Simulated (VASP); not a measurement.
Input of a VASP 6.6.1 run:

INCAR

```
SYSTEM = SiC
ALGO     = Normal         ! electronic algorithm
EDIFF    = 1E-7           ! SCF threshold, eV
EDIFFG   = -0.01          ! ionic threshold
ENCUT    = 600            ! plane-wave cutoff, eV
GGA      = PE             ! functional
IBRION   = 2              ! ionic algorithm
ISIF     = 4              ! what is computed and relaxed
ISMEAR   = 0              ! smearing method
LASPH    = .True.         ! aspherical terms in the spheres
LCHARG   = .False.        ! write CHGCAR
LREAL    = .False.        ! projectors in reciprocal space
LWAVE    = .False.        ! write WAVECAR
NELM     = 100            ! most SCF steps
NSW      = 50             ! ionic steps
PREC     = Accurate       ! precision mode
SIGMA    = 0.02           ! smearing width, eV
```

The input KPOINTS:

```
k-points
0
Gamma
  12 12 6
  0 0 0
```

File POSCAR:

```
SiC
1.0
    2.9966133362      0.0000000000      0.0000000000
   -1.4983066681      2.5951432745      0.0000000000
    0.0000000000      0.0000000000      4.9152502175
Si C
2 2
Direct
    0.3333333333      0.6666666667      0.0045557796
    0.6666666667      0.3333333333      0.5045557796
    0.3333333333      0.6666666667      0.3804442204
    0.6666666667      0.3333333333      0.8804442204
```

Potentials or basis: VASP PAW PBE potentials, release 64 (Si, C).

The run is started by

```bash
$ cat potpaw_PBE.64/Si/POTCAR potpaw_PBE.64/C/POTCAR > POTCAR
$ mpirun -np 1 vasp_std > vasp.out
```

**Question.** What does it give for the band gap on the k mesh?

**Answer.** 2.13 eV (least direct gap 4.12 eV).

Final structure:
```
CELL_PARAMETERS angstrom
2.99692 0.00000 0.00000
-1.49846 2.59541 0.00000
0.00000 0.00000 4.91426
ATOMIC_POSITIONS crystal
Si 0.33333 0.66667 0.00460
Si 0.66667 0.33333 0.50460
C 0.33333 0.66667 0.38040
C 0.66667 0.33333 0.88040
```

A k mesh can miss the band edges.
